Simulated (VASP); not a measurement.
Crystal: Hf.

```xyz
1
Lattice="-1.7827 1.7827 1.7827 1.7827 -1.7827 1.7827 1.7827 1.7827 -1.7827" Properties=species:S:1:pos:R:3 pbc="T T T"
Hf    0.0000    0.0000    0.0000
```

This cell differs from its parent crystal: strained.

Base run:

* Program: VASP 6.6.1
* Functional: PBE
* Potentials or basis: VASP PAW PBE potentials, release 64 (Hf_pv)
* Cutoff: 520 eV
* k mesh: 16 × 16 × 16
* Occupations: gaussian, width 0.1 eV
* Spin: no spin polarisation

Its results: band gap on the k mesh zero (band 5 reaches 6.01 eV, above the bottom of band 6 at 3.76 eV); pressure -2.1 GPa.

Question: The run is repeated on the same cell with these changes: dispersion from none to D3(BJ). What comes out?

Answer: Band gap on the k mesh zero (band 5 reaches 6.01 eV, above the bottom of band 6 at 3.76 eV); pressure -5.4 GPa.

Dispersion adds attraction, which lowers the pressure at fixed volume and, as a term added to the energy, leaves the levels alone.

Caveats: spin-orbit coupling is left out, which moves the levels of the heavy elements; pairwise dispersion overbinds metals, which lowers pressure and volume (some runs).
